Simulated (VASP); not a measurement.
# TaN (P6/mmm) in VASP: single point with PBEsol

Aim: the single point of TaN with PBEsol.

Everything below comes from runs of VASP 6.6.1. Logs are shortened: lines on timing, memory, paths and dates and some standing lists are left out, and cuts for length are marked.

### 1 The cell of the first run

It takes space group P6/mmm (No. 191, hexagonal). The conventional cell has a = 5.191 Å, b = 5.191 Å, c = 2.908 Å, α = 90.00°, β = 90.00°, γ = 120.00°. Within 3.4 Å of Ta (site symmetry 6/mmm) lie 6 N at 2.60 Å and 14 Ta at 2.91 to 3.33 Å. Within 3.0 Å of Ta (site symmetry -6m2) lie 6 N at 2.09 Å and 5 Ta at 2.91 to 3.00 Å. Within 3.0 Å of N (site symmetry mmm) lie 6 Ta at 2.09 to 2.60 Å and 6 N at 2.60 to 2.91 Å.

### 2 Single point, PBEsol

File INCAR:

```
SYSTEM = TaN
ALGO = Normal
EDIFF = 1E-6
ENCUT = 520
GGA = PS
ISIF = 2
ISMEAR = 1
LASPH = .TRUE.
LCHARG = .FALSE.
LREAL = .FALSE.
LWAVE = .FALSE.
NBANDS = 33
NELM = 60
PREC = Accurate
SIGMA = 0.1
```

File KPOINTS:

```
k-points
0
G
  5 5 7
  0 0 0
```

File POSCAR:

```
TaN
1.0
    5.1910000000      0.0000000000      0.0000000000
   -2.5955000000      4.4955380000      0.0000000000
    0.0000000000      0.0000000000      2.9080000000
Ta N
3 3
Direct
    0.0000000000      0.0000000000      0.0000000000
    0.3333333333      0.6666666667      0.5000000000
    0.6666666667      0.3333333333      0.5000000000
    0.5000000000      0.0000000000      0.0000000000
    0.5000000000      0.5000000000      0.0000000000
    0.0000000000      0.5000000000      0.0000000000
```

Potentials or basis: VASP PAW PBE potentials, release 64 (Ta_pv, N).

Launch:

```
cat potpaw_PBE.64/Ta_pv/POTCAR potpaw_PBE.64/N/POTCAR > POTCAR
mpirun -np 1 vasp_std > vasp.out
```

OUTCAR:

```text
SYSTEM = TaN
   EDIFF = 1E-6
   ENCUT = 520
   GGA = PS
   ISIF = 2
   ISMEAR = 1
   LASPH = .TRUE.
   LREAL = .FALSE.
   NELM = 60
   PREC = Accurate

 ion  position               nearest neighbor table
   1  0.000  0.000  0.000-   4 2.60   4 2.60   6 2.60   6 2.60   5 2.60   5 2.60   3 3.33   3 3.33
                             2 3.33   2 3.33   2 3.33   3 3.33   2 3.33   3 3.33   2 3.33   3 3.33
   2  0.333  0.667  0.500-   6 2.09   6 2.09   5 2.09   5 2.09   4 2.09   4 2.09   3 3.00   3 3.00
                             3 3.00   1 3.33   1 3.33   1 3.33   1 3.33   1 3.33   1 3.33
   3  0.667  0.333  0.500-   6 2.09   6 2.09   5 2.09   5 2.09   4 2.09   4 2.09   2 3.00   2 3.00
                             2 3.00   1 3.33   1 3.33   1 3.33   1 3.33   1 3.33   1 3.33
   4  0.500  0.000  0.000-   2 2.09   3 2.09   2 2.09   3 2.09   1 2.60   1 2.60
   5  0.500  0.500  0.000-   2 2.09   3 2.09   2 2.09   3 2.09   1 2.60   1 2.60
   6  0.000  0.500  0.000-   2 2.09   3 2.09   2 2.09   3 2.09   1 2.60   1 2.60

  LATTYP: Found a hexagonal cell.
 ALAT       =     5.1910000000
 C/A-ratio  =     0.5602003468

  Lattice vectors:

 A1 = (   5.1910000000,   0.0000000000,   0.0000000000)
 A2 = (  -2.5955000000,   4.4955380000,   0.0000000000)
 A3 = (   0.0000000000,   0.0000000000,   2.9080000000)

Analysis of symmetry for initial positions (statically):
=====================================================================
 Subroutine PRICEL returns:
 Original cell was already a primitive cell.

 Routine SETGRP: Setting up the symmetry group for a
 hexagonal supercell.

 Subroutine GETGRP returns: Found 24 space group operations
 (whereof 24 operations were pure point group operations)
 out of a pool of 24 trial point group operations.

The static configuration has the point symmetry D_6h.

Analysis of symmetry for dynamics (positions and initial velocities):
=====================================================================
 Subroutine PRICEL returns:
 Original cell was already a primitive cell.

 Routine SETGRP: Setting up the symmetry group for a
 hexagonal supercell.

 Subroutine GETGRP returns: Found 24 space group operations
 (whereof 24 operations were pure point group operations)
 out of a pool of 24 trial point group operations.

The dynamic configuration has the point symmetry D_6h.

 Subroutine INISYM returns: Found 24 space group operations
 (whereof 24 operations are pure point group operations),
 and found     1 'primitive' translations

[... 100 lines left out ...]
   NSW    =      0    number of steps for IOM
   IBRION =     -1    ionic relax: 0-MD 1-quasi-New 2-CG
   NFREE  =      0    steps in history (QN), initial steepest desc. (CG)
   ISIF   =      2    stress and relaxation
   ISYM   =      2    0-nonsym 1-usesym 2-fastsym
   POTIM  = 0.5000    time-step for ionic-motion
   TEBEG  =    0.0;   TEEND  =   0.0 temperature during run
   PSTRESS=    0.0 pullay stress
   NELECT =      48.0000    total number of electrons
   NUPDOWN=      -1.0000    fix difference up-down
   EMIN   =  10.00;   EMAX   =-10.00  energy-range for DOS
   EFERMI =   0.00;   METHOD = LEGACY
   ISMEAR =     1;   SIGMA  =   0.10  broadening in eV -4-tet -1-fermi 0-gaus
   EFERMI_NEDOS =   21; number of points for ismear=-14 and -15
   IALGO  =     38    algorithm
   IMIX   =      4    mixing-type and parameters
     AMIX     =   0.40;   BMIX     =  1.00
     AMIX_MAG =   1.60;   BMIX_MAG =  1.00
  volume/ion in A,a.u.               =      11.31        76.33
  Fermi-wavevector in a.u.,A,eV,Ry     =   1.458634  2.756418 28.947918  2.127612
  Thomas-Fermi vector in A             =   2.575295
   LORBIT       =      0    0 simple, 1 ext, 2 COOP (PROOUT), +10 PAW based schemes
   GGA     = PS    functional components
   LHFCALC =     F    Hartree Fock is set to
   AEXX    =    0.0000 exact exchange contribution
   IVDW    =     0    specifies the selected vdW correction
   LEPSILON=     F    determine dielectric tensor
   LRPA    =     F    only Hartree local field effects (RPA)
 non-spin polarized calculation
 Methfessel and Paxton  Order N= 1 SIGMA  =   0.10
  energy-cutoff  :      520.00
  volume of cell :       67.86
 maximum number of plane-waves:      1850
 NGX is ok and might be reduce to    40
   NGX = 19   NGY = 19   NGZ = 11

 number of electron      47.9999999 magnetization

 Free energy of the ion-electron system (eV)
  ---------------------------------------------------
  ext. energy  EPLUGINS =         0.00000000
  ---------------------------------------------------
  free energy    TOTEN  =       -68.72178108 eV

  energy without entropy =      -68.71929854  energy(sigma->0) =      -68.72095356

 E-fermi :   8.2994     XC(G=0): -13.1941

 val. band max:        8.0926833692   @ k =   0.0000   0.0000   0.2857
 cond. band min:       8.3157682898   @ k =   0.2000  -0.0000   0.2857
 fundamental gap:      0.2230849206
 Fermi energy:         8.2993572042

 k-point     1 :       0.0000    0.0000    0.0000
  band No.  band energies     occupation
      1     -28.1021      2.00000
      2     -28.1021      2.00000
      3     -27.7024      2.00000
      4     -27.7024      2.00000
      5     -27.4849      2.00000
      6     -27.3485      2.00000
[... 709 lines left out ...]
     32      12.0942      0.00000
     33      13.8634      0.00000

------------------------ aborting loop because EDIFF is reached ----------------------------------------

  FORCE on cell =-STRESS in cart. coord.  units (eV):
  Direction    XX          YY          ZZ          XY          YZ          ZX
  --------------------------------------------------------------------------------------
  -------------------------------------------------------------------------------------
  Total        1.2263332      1.2263333     -0.1136471      0.0000000      0.0000000      0.0000000
  in kB       28.9528938     28.9528955     -2.6831301      0.0000000      0.0000000      0.0000000
  external PRESSURE =      18.4075531 kB  Pullay stress =       0.0000000 kB

 VOLUME and BASIS-vectors are now :
 -----------------------------------------------------------------------------
  energy-cutoff  :      520.00
  volume of cell :       67.86
      direct lattice vectors                 reciprocal lattice vectors
     5.191000000  0.000000000  0.000000000     0.192641110  0.111221393  0.000000000
    -2.595500000  4.495538000  0.000000000     0.000000000  0.222442787  0.000000000
     0.000000000  0.000000000  2.908000000     0.000000000  0.000000000  0.343878955

 POSITION                                       TOTAL-FORCE (eV/Angst)
 -----------------------------------------------------------------------------------
      0.00000      0.00000      0.00000        -0.000000     -0.000000      0.000000
     -0.00000      2.99703      1.45400         0.000000      0.000000      0.000000
      2.59550      1.49851      1.45400         0.000000     -0.000000     -0.000000
      2.59550      0.00000      0.00000        -0.000000     -0.000000      0.000000
      1.29775      2.24777      0.00000        -0.000000     -0.000000      0.000000
     -1.29775      2.24777      0.00000        -0.000000     -0.000000      0.000000
 -----------------------------------------------------------------------------------
    total drift:                               -0.000000      0.000000     -0.000000

  FREE ENERGIE OF THE ION-ELECTRON SYSTEM (eV)
  ---------------------------------------------------
  free  energy   TOTEN  =       -68.7217810789 eV

  energy  without entropy=      -68.7192985357  energy(sigma->0) =      -68.72095356
```

It took 1.7 min on 1 thread of Intel Xeon 8259CL, shared host; peak memory 0.2 GiB.

Results:

| Property | Result |
| --- | --- |
| Free energy | -68.7218 eV |
| Pressure | 1.8 GPa |
| Band gap on the k mesh | zero (bands 24 and 25 overlap by 2.05 eV) |

Stress tensor (GPa, compression positive):
```
 2.90  0.00  0.00
 0.00  2.90  0.00
 0.00  0.00 -0.27
```

Caveat: the PAW data sets were made with another functional, which shifts forces and pressure a little; spin-orbit coupling is left out, which moves the levels of the heavy elements.

The gap in the log of VASP goes by the Fermi energy; the results here count the filled bands.